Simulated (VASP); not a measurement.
Here is a VASP 6.6.1 calculation.

INCAR

```
SYSTEM = C
PREC = Accurate
ENCUT = 520
EDIFF = 1E-7
ISMEAR = 0
SIGMA = 0.03
LREAL = .FALSE.
LASPH = .TRUE.
NELM = 80
ALGO = Normal
ISIF = 2
LWAVE = .FALSE.
LCHARG = .FALSE.
GGA = PE
IVDW = 12
NBANDS = 16
```

KPOINTS

```
regular mesh
0
G
  14 10 8
  0 0 0
```

File POSCAR:

```
C
1.0
   -1.2327815062      2.1341012746      0.0000000000
   -1.2327815062      0.0000000000     -3.3978816559
   -3.6983445185     -2.1341012746      0.0000000000
C
4
Direct
    0.2487940713      0.0050619654      0.9153884798
    0.7512957285     -0.0050619654      0.4179149202
    0.2512059287     -0.0050619654      0.5846115202
    0.7487042715      0.0050619654      0.0820850798
```

Potentials or basis: VASP PAW PBE potentials, release 64 (C).

Launch:

```console
$ cat potpaw_PBE.64/C/POTCAR > POTCAR
$ mpirun -np 1 vasp_std > vasp.out
```

Task: Estimate the pressure.

Result: 0.4 GPa.

Task: Estimate the largest force.

Result: 0.174 eV/Å.

Task: Estimate the dispersion energy per atom.

Result: -0.154 eV.

Forces in eV/Å, atoms in the order of the input:
```
C    0.032  0.003  0.171
C    0.032  0.004 -0.171
C   -0.032 -0.003 -0.171
C   -0.032 -0.004  0.171
```

Caveat: the cell differs from its parent crystal (atoms displaced along a vibrational mode).
